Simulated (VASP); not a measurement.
Input of a VASP 6.6.1 run:

Contents of INCAR:

```
SYSTEM = AlCo
PREC = Accurate
ENCUT = 520
EDIFF = 1E-6
ISMEAR = 0
SIGMA = 0.1
LREAL = .FALSE.
LASPH = .TRUE.
NELM = 60
ALGO = Fast
ISIF = 2
LWAVE = .FALSE.
LCHARG = .FALSE.
GGA = PS
NBANDS = 13
```

Contents of KPOINTS:

```
Automatic mesh
0
G
  18 18 18
  0 0 0
```

POSCAR

```
AlCo
1.0
    2.9072631018      0.0000000000      0.0000000000
    0.0000000000      2.7961755045      0.0000000000
    0.0000000000      0.0000000000      2.7961755045
Al Co
1 1
Direct
    0.0000000000      0.0000000000      0.0000000000
    0.5000000000      0.5000000000      0.5000000000
```

Potentials or basis: VASP PAW PBE potentials, release 64 (Al, Co).

Command:

```bash
$ cat potpaw_PBE.64/Al/POTCAR potpaw_PBE.64/Co/POTCAR > POTCAR
$ mpirun -np 1 vasp_std > vasp.out
```

(1) Predict the band gap on the k mesh.

(2) What does it give for the pressure?

Results:

(1) zero (band 6 reaches 12.97 eV, above the bottom of band 7 at 10.38 eV).

(2) -2.2 GPa.

Caveat: the cell differs from its parent crystal (uniaxial strain along a: +3.0 %, then relaxed in part); the PAW data sets were made with another functional, which shifts forces and pressure a little.
